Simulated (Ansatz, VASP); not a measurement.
**MgS in VASP and in Ansatz**

```
Mg S
1.0
     0.00000    2.79677    2.60165
     2.40653    0.00000    2.60165
     2.40653    2.79677    0.00000
Mg S
1 1
Cartesian
  0.0000 0.0000 0.0000
  2.4065 2.7968 2.6016
```

Change from the starting cell: strain -0.0750 x Voigt [1, -1, 0, 0, 0, 0], atoms carried along.

Alike in both runs: task single point; functional PBEsol; k mesh 8 × 8 × 8; occupations gaussian, width 0.05 eV; no spin polarisation.

|  | VASP | Ansatz |
| --- | --- | --- |
| version | VASP 6.6.1 | Ansatz 0.2.0 |
| potentials or method | VASP PAW PBE potentials, release 64 (Mg, S), cutoff 520 eV | scalar-relativistic, plane waves, PAW |
| valence electrons in the cell | 8 | 16 |

```csv
,VASP,Ansatz,Ansatz less VASP
gap on the k mesh at the Fermi level (eV),2.32,2.31,-0.005
least direct gap on the mesh (eV),3.41,3.41,-0.001
pressure (GPa),2.1,2.3,+0.17
"traceless stress, the component that is largest in VASP (GPa)",9.81,9.82,+0.007
```

VASP's potentials were made for PBE, not for PBEsol. With one functional, cell and mesh, what is left measures potentials, basis and numerics. VASP's potentials hold 8 valence electrons a cell and Ansatz's 16, so a difference there can come from the potentials and not from the codes.
